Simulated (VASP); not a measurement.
## P: single point with PBEsol

The system is P.

```
P
1.0
     4.27290   -0.08546    0.00000
    -0.08546    4.27290    0.00000
     0.00000    0.00000    4.37800
P
1
Direct
  0.00000 0.00000 0.00000
```

This cell differs from its parent crystal: strain -0.0400 x Voigt [0, 0, 0, 0, 0, 1].

```yaml
Program: VASP 6.6.1
Task: single point
Functional: PBEsol
Potentials_or_basis: VASP PAW PBE potentials, release 64 (P)
Cutoff: 520 eV
k_mesh: 12 × 12 × 12
Occupations: gaussian, width 0.15 eV
Spin: no spin polarisation
Dipole_correction: no
Further_INCAR_settings: ALGO = Normal; EDIFF = 1e-07; NBANDS = 8
```

| Quantity | Value |
| --- | --- |
| Pressure | -3.9 GPa |

Stress tensor (GPa, compression positive):
```
-3.99  0.16  0.00
 0.16 -3.99  0.00
 0.00  0.00 -3.58
```

Levels at points of the mesh, in eV from the Fermi level:
```
           k point  band 1  band 2  band 3  band 4  band 5
(0.00, 0.00, 0.00)   -8.73    0.45    0.54    0.58    4.63
(0.50, 0.00, 0.00)   -8.56   -0.83    0.60    0.70    6.51
(0.50, 0.50, 0.00)   -8.40   -0.57   -0.49    0.74    5.87
(0.00, 0.00, 0.50)   -8.59   -0.78    0.66    0.70    6.47
(0.50, 0.00, 0.50)   -8.43   -0.57   -0.48    0.81    5.85
(0.50, 0.50, 0.50)   -8.28   -0.36   -0.29   -0.24    6.86
```

Run time: 95 s on 1 thread of Intel(R) Xeon(R) Platinum 8488C (Sapphire Rapids), with other jobs on the host, peak memory 0.29 GiB.

Caveat: the cell differs from its parent crystal (strain -0.0400 x Voigt [0, 0, 0, 0, 0, 1]); the PAW data sets were made with another functional, which shifts forces and pressure a little.
